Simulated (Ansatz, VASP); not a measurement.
# Two plane-wave programs on C

```
C
1.0
     1.22251    0.70582    3.30600
    -1.22251    0.70582    3.30600
     0.00000   -1.41164    3.30600
C
2
Direct
  0.83343 0.83343 0.83343
  0.16657 0.16657 0.16657
```

Alike in both runs: functional LDA; k mesh 12 × 12 × 12; occupations gaussian, width 0.02 eV; no spin polarisation.

Ansatz relaxed the structure, and its values are those at the end. VASP's run is a single point on that final structure, the one shown.

|  | VASP | Ansatz |
| --- | --- | --- |
| version | VASP 6.6.1 | Ansatz 0.2.0 |
| potentials or method | VASP PAW LDA potentials, release 64 (C), cutoff 520 eV | scalar-relativistic, plane waves, PAW |
| valence electrons in the cell | 8 | 8 |

```tsv
	VASP	Ansatz	Ansatz less VASP
gap on the k mesh at the Fermi level (eV)	0.73	0.72	-0.001
least direct gap on the mesh (eV)	0.73	0.72	-0.001
pressure (GPa)	0.8	0.0	-0.83
```

LDA's correlation is that of Perdew and Zunger in VASP and of Perdew and Wang (1992) in Ansatz.
